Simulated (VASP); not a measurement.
Write the native input for VASP 6.6.1 that does the following.

* Task: single point
* Functional: r2SCAN
* Potentials or basis: VASP PAW PBE potentials, release 64 (Al)
* Cutoff: 520 eV
* k mesh: 20 × 20 × 20
* Occupations: gaussian, width 0.15 eV
* Spin: no spin polarisation
* Dipole correction: no
* Further INCAR settings: ALGO = Normal; EDIFF = 1e-06; NBANDS = 8

Al:

```xyz
1
Lattice="-1.6310 1.6310 1.5912 1.6310 -1.6310 1.5912 1.6310 1.6310 -1.5912" Properties=species:S:1:pos:R:3 pbc="T T T"
Al    0.0000    0.0000    0.0000
```

This cell differs from its parent crystal: strain +0.025 along x and y, +0.000 along z.

These files were run (other wordings do the same):

POSCAR

```
Al
1.0
   -1.6309991572      1.6309991572      1.5912186900
    1.6309991572     -1.6309991572      1.5912186900
    1.6309991572      1.6309991572     -1.5912186900
Al
1
Direct
    0.0000000000      0.0000000000      0.0000000000
```

INCAR.step1

```
PREC = Accurate
ENCUT = 520
ISMEAR = 0
SIGMA = 0.15
LREAL = F
LASPH = T
NELM = 100
NBANDS = 8
GGA = PE
ALGO = Normal
EDIFF = 1E-4
LWAVE = T
LCHARG = F
```

INCAR.step2

```
PREC = Accurate
ENCUT = 520
EDIFF = 1E-6
ISMEAR = 0
SIGMA = 0.15
LREAL = F
LASPH = T
NELM = 100
ALGO = Normal
ISIF = 2
LWAVE = F
LCHARG = F
METAGGA = R2SCAN
LMIXTAU = T
NBANDS = 8
ISTART = 1
```

KPOINTS

```
regular mesh
0
Gamma
  20 20 20
```

Potentials or basis: VASP PAW PBE potentials, release 64 (Al).

Command:

```sh
$ cat potpaw_PBE.64/Al/POTCAR > POTCAR
$ cp INCAR.step1 INCAR
$ mpirun -np 1 vasp_std > vasp.out
$ cp INCAR.step2 INCAR
$ mpirun -np 1 vasp_std > vasp.out
```

It gave:

```
Pressure : -3.6 GPa
```

Caveat: the cell differs from its parent crystal (strain +0.025 along x and y, +0.000 along z); the PAW data sets were made with another functional, which shifts forces and pressure a little.

It took 2.6 min on 1 thread of Intel Xeon 6975P-C, with other jobs on the host, peak memory 0.2 GiB.
